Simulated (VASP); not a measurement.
# Pt (Im-3m) in VASP: further runs, part 2 of 2

VASP 6.6.1. The steps go on from the part before.

### 3 Single point, PBE

The input, INCAR:

```
PREC = Accurate
ENCUT = 520
EDIFF = 1E-6
ISMEAR = 0
SIGMA = 0.15
LREAL = F
LASPH = T
NELM = 100
ALGO = Normal
ISIF = 2
LWAVE = F
LCHARG = F
GGA = PE
NBANDS = 11
```

The input, KPOINTS:

```
Automatic mesh
0
Gamma
  24 24 24
```

The input, POSCAR:

```
Pt
1.0
   -1.5842200000      1.5842200000      1.5842200000
    1.5842200000     -1.5842200000      1.5842200000
    1.5842200000      1.5842200000     -1.5842200000
Pt
1
Direct
    0.0000000000      0.0000000000      0.0000000000
```

Potentials or basis: VASP PAW PBE potentials, release 64 (Pt).

Command:

```sh
$ cat potpaw_PBE.64/Pt/POTCAR > POTCAR
$ mpirun -np 1 vasp_std > vasp.out
```

OUTCAR:

```text
PREC = Accurate
   ENCUT = 520
   EDIFF = 1E-6
   ISMEAR = 0
   LREAL = F
   LASPH = T
   NELM = 100
   ISIF = 2
   GGA = PE

 ion  position               nearest neighbor table
   1  0.000  0.000  0.000-

  LATTYP: Found a body centered cubic cell.
 ALAT       =     3.1684400000

  Lattice vectors:

 A1 = (  -1.5842200000,   1.5842200000,   1.5842200000)
 A2 = (   1.5842200000,  -1.5842200000,   1.5842200000)
 A3 = (   1.5842200000,   1.5842200000,  -1.5842200000)

Analysis of symmetry for initial positions (statically):
=====================================================================
 Subroutine PRICEL returns:
 Original cell was already a primitive cell.

 Routine SETGRP: Setting up the symmetry group for a
 body centered cubic supercell.

 Subroutine GETGRP returns: Found 48 space group operations
 (whereof 48 operations were pure point group operations)
 out of a pool of 48 trial point group operations.

The static configuration has the point symmetry O_h .

Analysis of symmetry for dynamics (positions and initial velocities):
=====================================================================
 Subroutine PRICEL returns:
 Original cell was already a primitive cell.

 Routine SETGRP: Setting up the symmetry group for a
 body centered cubic supercell.

 Subroutine GETGRP returns: Found 48 space group operations
 (whereof 48 operations were pure point group operations)
 out of a pool of 48 trial point group operations.

The dynamic configuration has the point symmetry O_h .

 Subroutine INISYM returns: Found 48 space group operations
 (whereof 48 operations are pure point group operations),
 and found     1 'primitive' translations

----------------------------------------------------------------------------------------

                                     Primitive cell

  volume of cell :      15.9040

  direct lattice vectors                    reciprocal lattice vectors
    -1.584220000  1.584220000  1.584220000     0.000000000  0.315612731  0.315612731
     1.584220000 -1.584220000  1.584220000     0.315612731  0.000000000  0.315612731
     1.584220000  1.584220000 -1.584220000     0.315612731  0.315612731  0.000000000

  length of vectors
     2.743949530  2.743949530  2.743949530     0.446343804  0.446343804  0.446343804

  position of ions in fractional coordinates (direct lattice)
     0.000000000  0.000000000  0.000000000

  ion indices of the primitive-cell ions
   primitive index   ion index
                 1           1

----------------------------------------------------------------------------------------

 KPOINTS: Automatic mesh

Automatic generation of k-mesh.
 Grid dimensions read from file:
 generate k-points for:   24   24   24

 Generating k-lattice:

  Cartesian coordinates                     Fractional coordinates (reciprocal lattice)
     0.000000000  0.013150530  0.013150530     0.041666667  0.000000000  0.000000000
     0.013150530  0.000000000  0.013150530     0.000000000  0.041666667  0.000000000
     0.013150530  0.013150530  0.000000000     0.000000000  0.000000000  0.041666667

  Length of vectors
     0.018597659  0.018597659  0.018597659

  Shift w.r.t. Gamma in fractional coordinates (k-lattice)
     0.000000000  0.000000000  0.000000000

 Subroutine IBZKPT returns following result:
 ===========================================

 Found    413 irreducible k-points:

 Following reciprocal coordinates:
            Coordinates               Weight
  0.000000  0.000000  0.000000      1.000000
  0.041667  0.000000  0.000000     12.000000
  0.083333  0.000000  0.000000     12.000000
  0.125000  0.000000  0.000000     12.000000
  0.166667  0.000000  0.000000     12.000000
  0.208333  0.000000  0.000000     12.000000
[... 16 lines left out ...]
  0.416667  0.041667 -0.000000     48.000000
  0.458333  0.041667  0.000000     48.000000
 [... further k-points ...]
   k-points           NKPTS =    413   k-points in BZ     NKDIM =    413   number of bands    NBANDS=     11
   number of dos      NEDOS =    301   number of ions     NIONS =      1
   total plane-waves  NPLWV =   8000
   dimension x,y,z NGX =    20 NGY =   20 NGZ =   20
   dimension x,y,z NGXF=    40 NGYF=   40 NGZF=   40
   ions per type =               1
   NGX,Y,Z   is equivalent  to a cutoff of  12.12, 12.12, 12.12 a.u.
   NGXF,Y,Z  is equivalent  to a cutoff of  24.23, 24.23, 24.23 a.u.
 SYSTEM =  unknown system
   PREC   = accura    normal or accurate (medium, high low for compatibility)
   ISTART =      0    job   : 0-new  1-cont  2-samecut
   ICHARG =      2    charge: 1-file 2-atom 10-const
   ISPIN  =      1    spin polarized calculation?
   LNONCOLLINEAR =      F non collinear calculations
   LSORBIT =      F    spin-orbit coupling
   LASPH  =      T    aspherical Exc in radial PAW
   ENCUT  =  520.0 eV  38.22 Ry    6.18 a.u.   5.10  5.10  5.10*2*pi/ulx,y,z
   NELM   =    100;   NELMIN=  2; NELMDL= -5     # of ELM steps
   EDIFF  = 0.1E-05   stopping-criterion for ELM
   LREAL  =      F    real-space projection
   EDIFFG = 0.1E-04   stopping-criterion for IOM
   NSW    =      0    number of steps for IOM
   IBRION =     -1    ionic relax: 0-MD 1-quasi-New 2-CG
   NFREE  =      0    steps in history (QN), initial steepest desc. (CG)
   ISIF   =      2    stress and relaxation
   ISYM   =      2    0-nonsym 1-usesym 2-fastsym
   POTIM  = 0.5000    time-step for ionic-motion
   TEBEG  =    0.0;   TEEND  =   0.0 temperature during run
   PSTRESS=    0.0 pullay stress
   NELECT =      10.0000    total number of electrons
   NUPDOWN=      -1.0000    fix difference up-down
   EMIN   =  10.00;   EMAX   =-10.00  energy-range for DOS
   EFERMI =   0.00;   METHOD = LEGACY
   ISMEAR =     0;   SIGMA  =   0.15  broadening in eV -4-tet -1-fermi 0-gaus
   EFERMI_NEDOS =   21; number of points for ismear=-14 and -15
   IALGO  =     38    algorithm
   IMIX   =      4    mixing-type and parameters
     AMIX     =   0.40;   BMIX     =  1.00
     AMIX_MAG =   1.60;   BMIX_MAG =  1.00
  volume/ion in A,a.u.               =      15.90       107.33
  Fermi-wavevector in a.u.,A,eV,Ry     =   1.402510  2.650360 26.763132  1.967035
  Thomas-Fermi vector in A             =   2.525265
   LORBIT       =      0    0 simple, 1 ext, 2 COOP (PROOUT), +10 PAW based schemes
   GGA     = PE    functional components
   LHFCALC =     F    Hartree Fock is set to
   AEXX    =    0.0000 exact exchange contribution
   IVDW    =     0    specifies the selected vdW correction
   LEPSILON=     F    determine dielectric tensor
   LRPA    =     F    only Hartree local field effects (RPA)
 non-spin polarized calculation
 Gauss-broadening in eV      SIGMA  =   0.15
  energy-cutoff  :      520.00
  volume of cell :       15.90
 maximum number of plane-waves:       444
   NGX = 11   NGY = 11   NGZ = 11

 number of electron      10.0000000 magnetization

 Free energy of the ion-electron system (eV)
  ---------------------------------------------------
  ext. energy  EPLUGINS =         0.00000000
  ---------------------------------------------------
  free energy    TOTEN  =        -6.00615868 eV

  energy without entropy =       -5.99303353  energy(sigma->0) =       -5.99959611

 E-fermi :  10.0939     XC(G=0): -13.1648

 val. band max:       10.0925366783   @ k =   0.2917   0.0833   0.0000
 cond. band min:      10.0962916067   @ k =  -0.3750   0.5000   0.0833
 fundamental gap:      0.0037549283
 Fermi energy:        10.0938923895

 k-point     1 :       0.0000    0.0000    0.0000
  band No.  band energies     occupation
      1       0.6545      2.00000
      2       6.6401      2.00000
      3       6.6401      2.00000
      4       6.6401      2.00000
      5       9.0974      2.00000
      6       9.0974      2.00000
      7      27.1833      0.00000
      8      27.1833      0.00000
      9      27.1833      0.00000
     10      37.1361      0.00000
     11      37.1370      0.00000

 k-point     2 :       0.0417    0.0000    0.0000
  band No.  band energies     occupation
      1       0.7251      2.00000
      2       6.6124      2.00000
      3       6.6404      2.00000
      4       6.6961      2.00000
      5       9.0607      2.00000
      6       9.0992      2.00000
      7      27.2185      0.00000
      8      27.2426      0.00000
      9      27.2866      0.00000
     10      35.7280      0.00000
     11      36.2000      0.00000
[... 295 lines left out ...]
 k-point    24 :       0.4583    0.0417    0.0000
  band No.  band energies     occupation
      1       3.6305      2.00000
      2       5.2535      2.00000
      3       8.8927      2.00000
      4       9.2246      2.00000
      5      10.1463      0.62125
      6      11.4533      0.00000
      7      16.4188      0.00000
      8      23.3972      0.00000
      9      25.7557      0.00000
     10      34.0481      0.00000
     11      34.8133      0.00000

 [... further k-points ...]
[... 5 lines left out ...]
  --------------------------------------------------------------------------------------
  -------------------------------------------------------------------------------------
  Total       -0.1451602     -0.1451602     -0.1451602     -0.0000000     -0.0000000     -0.0000000
  in kB      -14.6235156    -14.6235156    -14.6235156     -0.0000000     -0.0000000     -0.0000000
  external PRESSURE =     -14.6235156 kB  Pullay stress =       0.0000000 kB

 VOLUME and BASIS-vectors are now :
 -----------------------------------------------------------------------------
  energy-cutoff  :      520.00
  volume of cell :       15.90
      direct lattice vectors                 reciprocal lattice vectors
    -1.584220000  1.584220000  1.584220000     0.000000000  0.315612731  0.315612731
     1.584220000 -1.584220000  1.584220000     0.315612731  0.000000000  0.315612731
     1.584220000  1.584220000 -1.584220000     0.315612731  0.315612731  0.000000000

 POSITION                                       TOTAL-FORCE (eV/Angst)
 -----------------------------------------------------------------------------------
      0.00000      0.00000      0.00000         0.000000     -0.000000     -0.000000
 -----------------------------------------------------------------------------------
    total drift:                                0.000000     -0.000000      0.000000

  FREE ENERGIE OF THE ION-ELECTRON SYSTEM (eV)
  ---------------------------------------------------
  free  energy   TOTEN  =        -6.0061586844 eV

  energy  without entropy=       -5.9930335319  energy(sigma->0) =       -5.99959611
```

OSZICAR:

```text
N       E                     dE             d eps       ncg     rms          rms(c)
DAV:   1     0.394534010922E+02    0.39453E+02   -0.53258E+03  9286   0.840E+02
DAV:   2    -0.575074311970E+01   -0.45204E+02   -0.43191E+02 10343   0.174E+02
DAV:   3    -0.636536916741E+01   -0.61463E+00   -0.61193E+00 10685   0.193E+01
DAV:   4    -0.636777831988E+01   -0.24092E-02   -0.24090E-02 10527   0.143E+00
DAV:   5    -0.636779821052E+01   -0.19891E-04   -0.19891E-04 10745   0.121E-01    0.107E+01
DAV:   6    -0.603990068404E+01    0.32790E+00   -0.78481E-01  9716   0.688E+00    0.568E+00
DAV:   7    -0.600904249629E+01    0.30858E-01   -0.11342E-01 10391   0.257E+00    0.237E+00
DAV:   8    -0.600634129503E+01    0.27012E-02   -0.46919E-03  9757   0.588E-01    0.507E-01
DAV:   9    -0.600615609410E+01    0.18520E-03   -0.16455E-04 10352   0.111E-01    0.391E-02
DAV:  10    -0.600615880647E+01   -0.27124E-05   -0.32146E-06 10784   0.143E-02    0.478E-03
DAV:  11    -0.600615868444E+01    0.12202E-06   -0.25574E-08  5938   0.158E-03
   1 F= -.60061587E+01 E0= -.59995961E+01  d E =-.131252E-01
```

stdout:

```text
POSCAR found type information on POSCAR Pt
 POSCAR found :  1 types and       1 ions
 scaLAPACK will be used
 LDA part: xc-table for (Slater+PW92), standard interpolation
 POSCAR, INCAR and KPOINTS ok, starting setup
 FFT: planning ... GRIDC
 FFT: planning ... GRID_SOFT
 FFT: planning ... GRID
 WAVECAR not read
 entering main loop
```

It took 85 s on 1 thread of AMD EPYC 7R13, shared host; peak memory 0.16 GiB.

Results:

```yaml
Free_energy: -6.0062 eV
Pressure: -1.5 GPa
Band_gap_on_the_k_mesh: zero (band 5 reaches 11.08 eV, above the bottom of band 6 at 8.95 eV)
```

Levels at points of the mesh, in eV from the Fermi level:
```tsv
k point	band 3	band 4	band 5	band 6	band 7	band 8
(0.00, 0.00, 0.00)	-3.45	-3.45	-1.00	-1.00	17.09	17.09
(0.50, 0.00, 0.00)	-1.18	-0.68	0.28	1.02	6.23	13.25
(0.50, 0.50, 0.50)	0.51	0.51	0.51	7.64	7.64	7.64
```

Caveat: spin-orbit coupling is left out, which moves the levels of the heavy elements.
